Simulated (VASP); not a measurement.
The system is AlB2As3.

```
Al B As
1.0
     2.62124   -4.73491    0.00000
     2.62124    4.73491    0.00000
     0.00000    0.00000    4.37492
Al B As
1 2 3
Direct
  0.00000 0.00000 0.00000
  0.50000 0.00000 0.50000
  0.00000 0.50000 0.50000
  0.50000 0.50000 0.50000
  0.66788 0.33212 0.00000
  0.33212 0.66788 0.00000
```

The cell was generated, and may not be a known phase.

| Property | Result |
| --- | --- |
| Program | VASP 6.6.1 |
| Task | relaxation of cell and atoms |
| Functional | PBE |
| Potentials or basis | VASP PAW PBE potentials, release 64 (Al, B, As_d) |
| Cutoff | 560 eV |
| k mesh | 4 × 4 × 4 |
| Occupations | gaussian, width 0.1 eV |
| Spin | no spin polarisation |

At the start: pressure -5.9 GPa; volume 18.10 Å³/atom.

Task: How do energy, volume and symmetry change on relaxing?

Result: Over 31 steps the energy falls by 883.6 meV/atom and the volume is 16.13 Å³/atom (-10.9 %); space group Cmmm (No. 65, to 0.1 Å) before and after.

The path:
| step | energy change (eV) | largest force (eV/Å) | pressure (GPa) | volume (Å³) |
| --- | --- | --- | --- | --- |
| 1 | 0.0000 | 0.8705 | -5.86 | 108.60 |
| 2 | -0.5615 | 0.8306 | -1.83 | 98.45 |
| 3 | 0.5489 | 1.5299 | 41.25 | 71.09 |
| 4 | -0.8293 | 0.6921 | 2.15 | 92.34 |
| 5 | -0.9003 | 0.3451 | 13.30 | 82.61 |
| 6 | -0.9492 | 0.5276 | 7.18 | 87.24 |
| 7 | -1.1633 | 0.3359 | 8.75 | 85.53 |
| 8 | -1.2995 | 0.2294 | 11.89 | 83.25 |
| 9 | -1.5259 | 0.2949 | 8.16 | 85.72 |
| 10 | -1.8485 | 0.7476 | 0.02 | 92.80 |
| 11 | -1.8846 | 0.8765 | -2.65 | 95.88 |
| 12 | -1.9881 | 0.9251 | -2.63 | 95.73 |
| 13 | -2.4084 | 1.2459 | -2.36 | 95.05 |
| 14 | -3.8888 | 1.0699 | -2.46 | 92.77 |
| 15 | -4.1339 | 1.1192 | 21.09 | 84.57 |
| 16 | -4.6918 | 0.1781 | 5.47 | 89.15 |
| 17 | -4.6818 | 0.2558 | 7.43 | 88.51 |
| 18 | -4.8140 | 0.0374 | 6.66 | 89.67 |
| 19 | -5.0486 | 0.1387 | 5.71 | 91.73 |
| 20 | -5.0249 | 0.3528 | 5.51 | 95.41 |
| 21 | -5.1649 | 0.3068 | 5.20 | 93.62 |
| 22 | -5.2349 | 0.1690 | 2.64 | 95.24 |
| 23 | -5.2509 | 0.0690 | 0.71 | 96.60 |
| 24 | -5.2510 | 0.0744 | 0.81 | 96.53 |
| 25 | -5.2613 | 0.0436 | 0.55 | 96.91 |
| 26 | -5.2740 | 0.0262 | -0.27 | 98.07 |
| 27 | -5.2769 | 0.0033 | -0.30 | 97.97 |
| 28 | -5.2855 | 0.0755 | -0.23 | 97.67 |
| 29 | -5.2994 | 0.0580 | -0.11 | 97.03 |
| 30 | -5.2881 | 0.1109 | 0.43 | 95.61 |
| 31 | -5.3013 | 0.0237 | -0.07 | 96.77 |

Final structure:
```cif
data_structure
_symmetry_space_group_name_H-M 'P 1'
_symmetry_Int_Tables_number 1
_cell_length_a 7.3167
_cell_length_b 7.3167
_cell_length_c 4.2513
_cell_angle_alpha 90.000
_cell_angle_beta 90.000
_cell_angle_gamma 154.835
_cell_volume 96.77
loop_
_atom_site_label
_atom_site_type_symbol
_atom_site_fract_x
_atom_site_fract_y
_atom_site_fract_z
_atom_site_occupancy
Al1 Al 0.00000 0.00000 0.00000 1
B1 B 0.50000 0.00000 0.50000 1
B2 B 0.00000 0.50000 0.50000 1
As1 As 0.50000 0.50000 0.50000 1
As2 As 0.65060 0.34940 0.00000 1
As3 As 0.34940 0.65060 0.00000 1
```

Caveat: a cell axis changed by over 15 % at a fixed basis, so the end point is rough.
